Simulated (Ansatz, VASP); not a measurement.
# Se in VASP and in Ansatz

```
CELL_PARAMETERS angstrom
4.36620 0.00000 0.00000
-2.18310 3.78124 0.00000
0.00000 0.00000 4.95360
ATOMIC_POSITIONS crystal
Se 0.22540 0.00000 0.33333
Se 0.00000 0.22540 0.66667
Se 0.77460 0.77460 0.00000
```

Alike in both runs: task relaxation of cell and atoms; functional revPBE; k mesh 5 × 5 × 4; occupations fermi-dirac, width 0.05 eV; no spin polarisation.

|  | VASP | Ansatz |
| --- | --- | --- |
| version | VASP 6.6.1 | Ansatz 0.2.0 |
| potentials or method | VASP PAW PBE potentials, release 64 (Se), cutoff 600 eV | plane waves (420 eV) with PAW, scalar-relativistic |
| valence electrons in the cell | 18 | 48 |

```csv
,VASP,Ansatz,Ansatz less VASP
relaxed volume (Å³/atom),59.97,58.48,-1.487
relaxed cell length with the largest relative difference (Å),6.452,6.372,-0.0806
```

VASP's potentials were made for PBE, not for revPBE. VASP's potentials hold 18 valence electrons a cell and Ansatz's 48, so a difference there can come from the potentials and not from the codes.

Noted on VASP's run: the volume moved by over 15 % at a fixed basis, so the end points are rough.
